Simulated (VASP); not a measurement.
Write the native input for VASP 6.6.1 that does the following.

- Task: single point
- Functional: PBE
- Potentials or basis: VASP PAW PBE potentials, release 64 (W_sv)
- Cutoff: 520 eV
- k mesh: 6 × 6 × 6
- Occupations: gaussian, width 0.1 eV
- Spin: no spin polarisation
- Dipole correction: no
- Further INCAR settings: ALGO = Normal; EDIFF = 1e-06; NBANDS = 21

The structure of W lies in POSCAR:

```
W
1.0
    0.0000000000      2.9127242830      2.9127242830
    2.9127242830      0.0000000000      2.9127242830
    2.9127242830      2.9127242830      0.0000000000
W
2
Direct
    0.5000000000      0.5000000000      0.5000000000
    0.7500000000      0.7500000000      0.7500000000
```

This isn't the form of W at room conditions, which is bcc.

These files were run (other wordings do the same):

INCAR

```
SYSTEM = W
PREC = Accurate
ENCUT = 520
EDIFF = 1E-6
ISMEAR = 0
SIGMA = 0.1
LREAL = .FALSE.
LASPH = .TRUE.
NELM = 80
ALGO = Normal
ISIF = 2
LWAVE = .FALSE.
LCHARG = .FALSE.
GGA = PE
NBANDS = 21
```

KPOINTS

```
regular mesh
0
G
  6 6 6
  0 0 0
```

Potentials or basis: VASP PAW PBE potentials, release 64 (W_sv).

Launch:

```sh
$ cat potpaw_PBE.64/W_sv/POTCAR > POTCAR
$ mpirun -np 1 vasp_std > vasp.out
```

Results of the run:

The pressure is 0.6 GPa and the band gap on the k mesh is zero (bands 14 and 15 overlap by 0.92 eV).

Caveat: spin-orbit coupling is left out, which moves the levels of the heavy elements.

It took 6.6 s on 1 thread of Intel(R) Xeon(R) 6975P-C (Granite Rapids), on a shared host, peak memory 0.17 GiB.
